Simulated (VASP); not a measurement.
Write the native input for VASP 6.6.1 that does the following.

```
Task                   : single point
Functional             : PBEsol
Potentials or basis    : VASP PAW PBE potentials, release 64 (Sn_d, O)
Cutoff                 : 520 eV
k mesh                 : 6 × 6 × 4
Occupations            : gaussian, width 0.02 eV
Spin                   : no spin polarisation
Dipole correction      : no
Further INCAR settings : ALGO = Normal; EDIFF = 1e-06; NBANDS = 49
```

The structure of SnO2 lies in POSCAR:

```
SnO2
1.0
    5.9786549584      0.0000000000      0.0000000000
   -2.9893274792      5.1776670744      0.0000000000
    0.0000000000      0.0000000000      6.5827327573
Sn O
3 6
Direct
    0.0000000000      0.5000000000      0.3333333333
    0.5000000000      0.5000000000      0.6666666667
    0.5000000000      0.0000000000      0.0000000000
    0.6052371104      0.8026185552      0.8333333333
    0.8026185552      0.6052371104      0.5000000000
    0.8026185552      0.1973814448      0.1666666667
    0.3947628896      0.1973814448      0.8333333333
    0.1973814448      0.3947628896      0.5000000000
    0.1973814448      0.8026185552      0.1666666667
```

The input as run:

INCAR

```
PREC = Accurate ; ENCUT = 520
EDIFF = 1E-6 ; ISMEAR = 0
SIGMA = 0.02 ; LREAL = F
LASPH = T ; NELM = 60
ALGO = Normal ; ISIF = 2
LWAVE = F ; LCHARG = F
GGA = PS ; NBANDS = 49
```

KPOINTS

```
Automatic mesh
0
Gamma
  6 6 4
```

Potentials or basis: VASP PAW PBE potentials, release 64 (Sn_d, O).

Launch:

```console
$ cat potpaw_PBE.64/Sn_d/POTCAR potpaw_PBE.64/O/POTCAR > POTCAR
$ mpirun -np 1 vasp_std > vasp.out
```

It gave:

```yaml
Pressure: 0.2 GPa
Largest_force: 0.020 eV/Å
Band_gap_on_the_k_mesh: 1.95 eV, indirect (least direct gap 2.01 eV)
```

Caveat: the PAW data sets were made with another functional, which shifts forces and pressure a little; spin-orbit coupling is left out, which moves the levels of the heavy elements.

It took 2.8 min on 1 thread of Intel(R) Xeon(R) 6975P-C (Granite Rapids), on a shared host, peak memory 0.39 GiB.
